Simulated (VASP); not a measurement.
Crystal: Rb3Na.

```xyz
4
Lattice="6.7606 0.0000 0.0000 0.0000 6.7606 0.0000 0.0000 0.0000 6.7606" Properties=species:S:1:pos:R:3 pbc="T T T"
Rb    0.0000    3.3803    3.3803
Rb    3.3803    0.0000    3.3803
Rb    3.3803    3.3803    0.0000
Na    0.0000    0.0000    0.0000
```

| Item | Value |
| --- | --- |
| Program | VASP 6.6.1 |
| Task | relaxation of volume and atoms at fixed shape |
| Functional | LDA |
| Potentials or basis | VASP PAW LDA potentials, release 64 (Rb_sv, Na_pv) |
| Cutoff | 600 eV |
| k mesh | 4 × 4 × 4 |
| Occupations | fermi-dirac, width 0.1 eV |
| Spin | no spin polarisation |

At the start: pressure -0.5 GPa; volume 77.25 Å³/atom.

How do energy, volume and symmetry change on relaxing?

Over 4 steps the energy falls by 23.5 meV/atom and the volume is 64.43 Å³/atom (-16.6 %); space group Pm-3m (No. 221, to 0.1 Å) before and after.

The path:
| step | energy change (eV) | largest force (eV/Å) | pressure (GPa) | volume (Å³) |
| --- | --- | --- | --- | --- |
| 1 | 0.0000 | 0.0000 | -0.52 | 309.00 |
| 2 | -0.0336 | 0.0000 | -0.45 | 297.91 |
| 3 | -0.0903 | 0.0000 | -0.13 | 267.86 |
| 4 | -0.0941 | 0.0000 | 0.01 | 257.70 |

Final structure:
```
Rb Na
1.0
     6.36367    0.00000    0.00000
     0.00000    6.36367    0.00000
     0.00000    0.00000    6.36367
Rb Na
3 1
Cartesian
  0.0000 3.1818 3.1818
  3.1818 0.0000 3.1818
  3.1818 3.1818 0.0000
  0.0000 0.0000 0.0000
```

Caveat: the volume moved by over 15 % at a fixed basis, so the end points are rough.
